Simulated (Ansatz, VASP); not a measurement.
One calculation of CoSi2, two programs

```
Co Si
1.0
     0.00000    2.69243    2.69243
     2.69243    0.00000    2.69243
     2.69243    2.69243    0.00000
Co Si
1 2
Direct
  0.00000 0.00000 0.00000
  0.25000 0.25000 0.25000
  0.75000 0.75000 0.75000
```

Alike in both runs: task single point; functional r2SCAN; k mesh 8 × 8 × 8; occupations gaussian, width 0.05 eV; collinear spin.

```csv
,VASP,Ansatz
version,VASP 6.6.1,Ansatz 0.2.0
potentials or method,"VASP PAW PBE potentials, release 64 (Co, Si), cutoff 520 eV","scalar-relativistic, plane waves, PAW"
valence electrons in the cell,17,25
```

VASP gave:

```
gap on the k mesh at the Fermi level (eV) : none
pressure (GPa)                            : -7.2
net moment per atom (μB)                  : 0.00
```

Task: Which values does Ansatz return?

Result: gap on the k mesh at the Fermi level (eV): none; pressure (GPa): -7.1; net moment per atom (μB): 0.00.

VASP's potentials were made for PBE, not for r2SCAN. A gap of «none» marks a metal or a gap that the smearing closes. The functional is the same, so the differences come from potentials, cutoffs and numerics. VASP's potentials hold 17 valence electrons a cell and Ansatz's 25, so a difference there can come from the potentials and not from the codes. Ansatz's warnings: seeded moment not kept, stability check not made.
